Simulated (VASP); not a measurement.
NaH, 2 atoms in the cell. The structure is cubic, space group Pm-3m (No. 221). Conventional cell: a = 2.932 Å, b = 2.932 Å, c = 2.932 Å, α = 90.00°, β = 90.00°, γ = 90.00°. Within 3.4 Å of Na (site symmetry m-3m) lie 8 H at 2.54 Å and 6 Na at 2.93 Å. Within 3.4 Å of H (site symmetry m-3m) lie 8 Na at 2.54 Å and 6 H at 2.93 Å. 

- Program: VASP 6.6.1
- Task: G0W0 quasiparticle levels
- Functional: PBE
- Potentials or basis: VASP PAW PBE potentials, release 64 (Na_sv_GW, H_GW)
- Cutoff: 500 eV
- k mesh: 6 × 6 × 6
- Occupations: gaussian, width 0.01 eV
- Spin: no spin polarisation
- Dipole correction: no
- GW scheme: G0W0
- GW iterations: 1
- Cutoff of the response function: 200
- Frequency points: 96
- Empty bands: 268
- Further INCAR settings: ALGO = EVGW0; EDIFF = 1e-08; NBANDS = 273

Potentials or basis: VASP PAW PBE potentials, release 64 (Na_sv_GW, H_GW).

Run with:

```sh
$ cat potpaw_PBE.64/Na_sv_GW/POTCAR potpaw_PBE.64/H_GW/POTCAR > POTCAR
$ cp INCAR.step1 INCAR
$ mpirun -np 1 vasp_std > vasp.out
$ cp INCAR.step2 INCAR
$ mpirun -np 1 vasp_std > vasp.out
$ cp INCAR.step3 INCAR
$ mpirun -np 1 vasp_std > vasp.out
```

Hardware: 1 thread of Intel(R) Xeon(R) Platinum 8488C (Sapphire Rapids), with other jobs on the host.

Question: How long does it take, and how much memory?

Answer: It took 11 min on 1 thread of Intel(R) Xeon(R) Platinum 8488C (Sapphire Rapids), on a shared host, peak memory 1.1 GiB. Counts: k points 20.
